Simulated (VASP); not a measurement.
Wanted: the native input for a VASP 6.6.1 run.

```yaml
Task: single point
Functional: PBE
Potentials_or_basis: VASP PAW PBE potentials, release 64 (Ga_d, Sb)
Cutoff: 520 eV
k_mesh: 12 × 12 × 8
Occupations: gaussian, width 0.1 eV
Spin: no spin polarisation
Dipole_correction: no
Further_INCAR_settings: ALGO = Normal; EDIFF = 1e-06; NBANDS = 26
```

The structure of GaSb lies in POSCAR:

```
GaSb
1.0
    3.0728363082      3.0728363082      0.0000000000
   -3.0728363082      3.0728363082      0.0000000000
    0.0000000000      0.0000000000      6.4641067379
Ga Sb
2 2
Direct
    0.0000000000      0.0000000000      0.0000000000
    0.5000000000      0.5000000000      0.5000000000
    0.5000000000      0.0000000000      0.2500000000
    0.0000000000      0.5000000000      0.7500000000
```

This cell differs from its parent crystal: uniaxial strain along c: +4.0 %, then relaxed in part.

One way to write it, as run:

INCAR

```
SYSTEM = GaSb
ALGO = Normal
EDIFF = 1E-6
ENCUT = 520
GGA = PE
ISIF = 2
ISMEAR = 0
LASPH = .True.
LCHARG = .True.
LELF = .True.
LREAL = .False.
LVHAR = .True.
LWAVE = .False.
NBANDS = 26
NELM = 100
PREC = Accurate
SIGMA = 0.1
```

KPOINTS

```
k-points
0
Gamma
  12 12 8
  0 0 0
```

Potentials or basis: VASP PAW PBE potentials, release 64 (Ga_d, Sb).

Launch:

```sh
$ cat potpaw_PBE.64/Ga_d/POTCAR potpaw_PBE.64/Sb/POTCAR > POTCAR
$ mpirun -np 1 vasp_std > vasp.out
```

Results of the run:

```json
{"Pressure": "-0.7 GPa", "Band gap on the k mesh": "zero (filled and empty bands touch)"}
```

Caveat: the cell differs from its parent crystal (uniaxial strain along c: +4.0 %, then relaxed in part); semilocal functionals underestimate gaps, so a narrow gap can read as zero; spin-orbit coupling is left out, which moves the levels of the heavy elements.

Run time: 2.1 min on 1 thread of Intel(R) Xeon(R) 6975P-C (Granite Rapids), on a shared host, peak memory 0.49 GiB.
